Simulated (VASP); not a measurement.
A run of VASP 6.6.1 is set up as follows.

The input INCAR:

```
SYSTEM = Ru
  PREC = Accurate
  ENCUT = 520
  EDIFF = 1E-6
  ISMEAR = 0
  SIGMA = 0.1
  LREAL = .False.
  LASPH = .True.
  NELM = 60
  ALGO = Normal
  ISIF = 2
  LWAVE = .False.
  LCHARG = .False.
  LDIPOL = .True.
  IDIPOL = 3
  DIPOL = 0.5 0.5 0.496
  GGA = PE
  NBANDS = 28
```

File KPOINTS:

```
Automatic mesh
0
Gamma
  12 12 1
  0 0 0
```

The input POSCAR:

```
Ru
1.0
    2.7200250913      0.0000000000      0.0000000000
   -1.3600125457      2.3556108280      0.0000000000
    0.0000000000      0.0000000000     21.2967694969
Ru
3
Direct
    0.3333333333      0.6666666667      0.3991215664
    0.6666666667      0.3333333333      0.4964327174
    0.3333333333      0.6666666667      0.5937407863
```

Potentials or basis: VASP PAW PBE potentials, release 64 (Ru_pv).

Run with:

```bash
$ cat potpaw_PBE.64/Ru_pv/POTCAR > POTCAR
$ mpirun -np 1 vasp_std > vasp.out
```

(1) Predict the band gap on the k mesh.

(2) What does it give for the largest force?

## Answers

(1) zero (band 21 reaches 1.58 eV, above the bottom of band 22 at -0.54 eV).

(2) 0.011 eV/Å.
